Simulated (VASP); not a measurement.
Write the native input for VASP 6.6.1 that does the following.

```
Task                   : single point
Functional             : LDA
Potentials or basis    : VASP PAW LDA potentials, release 64 (Ag)
Cutoff                 : 520 eV
k mesh                 : 21 × 21 × 12
Occupations            : gaussian, width 0.15 eV
Spin                   : no spin polarisation
Dipole correction      : no
Further INCAR settings : ALGO = Fast; EDIFF = 1e-06; NBANDS = 18
```

The structure of Ag lies in POSCAR:

```
Ag
1.0
    2.8827317815      0.0000000000      0.0000000000
   -1.4413658908      2.4965189551      0.0000000000
    0.0000000000      0.0000000000      4.9483648444
Ag
2
Direct
    0.3333333333      0.6666666667      0.2500000000
    0.6666666667      0.3333333333      0.7500000000
```

This cell differs from its parent crystal: ratio of the length along z to the lengths across it x 1.05, volume and fractional coordinates fixed.

One way to write it, as run:

INCAR

```
SYSTEM = Ag
  PREC = Accurate
  ENCUT = 520
  EDIFF = 1E-6
  ISMEAR = 0
  SIGMA = 0.15
  LREAL = .FALSE.
  LASPH = .TRUE.
  NELM = 60
  ALGO = Fast
  ISIF = 2
  LWAVE = .FALSE.
  LCHARG = .FALSE.
  GGA = CA
  NBANDS = 18
```

KPOINTS

```
regular mesh
0
G
  21 21 12
  0 0 0
```

Potentials or basis: VASP PAW LDA potentials, release 64 (Ag).

Launch:

```console
$ cat potpaw_LDA.64/Ag/POTCAR > POTCAR
$ mpirun -np 1 vasp_std > vasp.out
```

Results of the run:

- Pressure: -10.4 GPa
- Band gap on the k mesh: zero (band 11 reaches 11.73 eV, above the bottom of band 12 at 4.24 eV)

It took 66 s on 1 thread of Intel(R) Xeon(R) Platinum 8559C (Emerald Rapids) (shared host), peak memory 0.28 GiB.
